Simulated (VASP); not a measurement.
Set up this calculation in VASP 6.6.1, as the native input.

```
Task                   : single point
Functional             : RPBE
Potentials or basis    : VASP PAW PBE potentials, release 64 (Cd_sv_GW)
Cutoff                 : 630 eV
k mesh                 : 19 × 19 × 9
Occupations            : fermi-dirac, width 0.1 eV
Spin                   : no spin polarisation
Dipole correction      : no
Further INCAR settings : ALGO = Normal; EDIFF = 1e-06; NBANDS = 27
```

The structure of Cd lies in POSCAR:

```
Cd
1.0
    2.9316769224      0.0000000000      0.0000000000
   -1.4658384612      2.5389066905      0.0000000000
    0.0000000000      0.0000000000      5.8033456089
Cd
2
Direct
    0.3333333333      0.6666666667      0.2500000000
    0.6666666667      0.3333333333      0.7500000000
```

These files were run (other wordings do the same):

INCAR

```
PREC = Accurate ; ENCUT = 630
EDIFF = 1E-6 ; ISMEAR = -1
SIGMA = 0.1 ; LREAL = False
LASPH = True ; NELM = 120
ALGO = Normal ; ISIF = 2
LWAVE = False ; LCHARG = False
GGA = RP ; NBANDS = 27
GGA_COMPAT = False
```

KPOINTS

```
regular mesh
0
Gamma
  19 19 9
```

Potentials or basis: VASP PAW PBE potentials, release 64 (Cd_sv_GW).

The run is started by

```console
$ cat potpaw_PBE.64/Cd_sv_GW/POTCAR > POTCAR
$ mpirun -np 1 vasp_std > vasp.out
```

It gave:

```json
{
  "Pressure": "6.4 GPa",
  "Band gap on the k mesh": "zero (bands 20 and 21 overlap by 4.38 eV)"
}
```

Caveat: the cell stands under pressure; the PAW data sets were made with another functional, which shifts forces and pressure a little.

Run time: 110 s on 1 thread of Intel(R) Xeon(R) 6975P-C (Granite Rapids), with other jobs on the host, peak memory 0.4 GiB.
